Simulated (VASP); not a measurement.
**HfO2: single point with r2SCAN**

Crystal: HfO2.

```
Hf O
1.0
     3.51950    0.00000    0.00000
     0.00000    3.51950    0.00000
     0.00000    0.00000    5.05112
Hf O
2 4
Direct
  0.50000 0.50000 0.50000
  0.00000 0.00000 0.00000
  0.00000 0.50000 0.70966
  0.50000 0.00000 0.79034
  0.50000 0.00000 0.29034
  0.00000 0.50000 0.20966
```

This cell differs from its parent crystal: volume scaled by 0.94, then relaxed in part.

```yaml
Program: VASP 6.6.1
Task: single point
Functional: r2SCAN
Potentials_or_basis: VASP PAW PBE potentials, release 64 (Hf_pv, O)
Cutoff: 520 eV
k_mesh: 6 × 6 × 6
Occupations: gaussian, width 0.02 eV
Spin: no spin polarisation
Dipole_correction: no
Further_INCAR_settings: ALGO = Normal; EDIFF = 1e-06; NBANDS = 31
```

```
Pressure               : 10.2 GPa
Largest force          : 0.050 eV/Å
Band gap on the k mesh : 5.18 eV, indirect (least direct gap 5.37 eV)
```

Forces on the atoms (eV/Å):
```
Hf   0.000  0.000  0.000
Hf   0.000  0.000  0.000
O    0.000  0.000 -0.050
O    0.000  0.000  0.050
O    0.000  0.000  0.050
O    0.000  0.000 -0.050
```

Stress tensor (GPa, compression positive):
```
10.11  0.00  0.00
 0.00 10.11  0.00
 0.00  0.00 10.25
```

Levels at points of the mesh, in eV from the valence-band top:
| k point | band 20 | band 21 | band 22 | band 23 | band 24 | band 25 |
| --- | --- | --- | --- | --- | --- | --- |
| (0.00, 0.00, 0.00) | -0.19 | -0.19 | -0.19 | 5.18 | 5.21 | 6.13 |
| (0.50, 0.00, 0.00) | -1.66 | -0.23 | -0.23 | 5.62 | 5.62 | 6.72 |
| (0.50, 0.50, 0.00) | -1.00 | -0.24 | -0.24 | 5.91 | 5.91 | 6.81 |
| (0.00, 0.00, 0.50) | -0.60 | -0.10 | -0.10 | 5.95 | 5.95 | 6.14 |
| (0.50, 0.00, 0.50) | -1.53 | -1.22 | -1.22 | 5.84 | 5.84 | 6.09 |
| (0.50, 0.50, 0.50) | -1.37 | 0.00 | 0.00 | 6.58 | 6.58 | 6.61 |

Run time: 4.2 min on 1 thread of Intel(R) Xeon(R) Platinum 8259CL CPU @ 2.50GHz (Skylake/Cascade Lake), on a shared host, peak memory 0.22 GiB.

Caveat: the PAW data sets were made with another functional, which shifts forces and pressure a little; spin-orbit coupling is left out, which moves the levels of the heavy elements. A k mesh can miss the band edges.
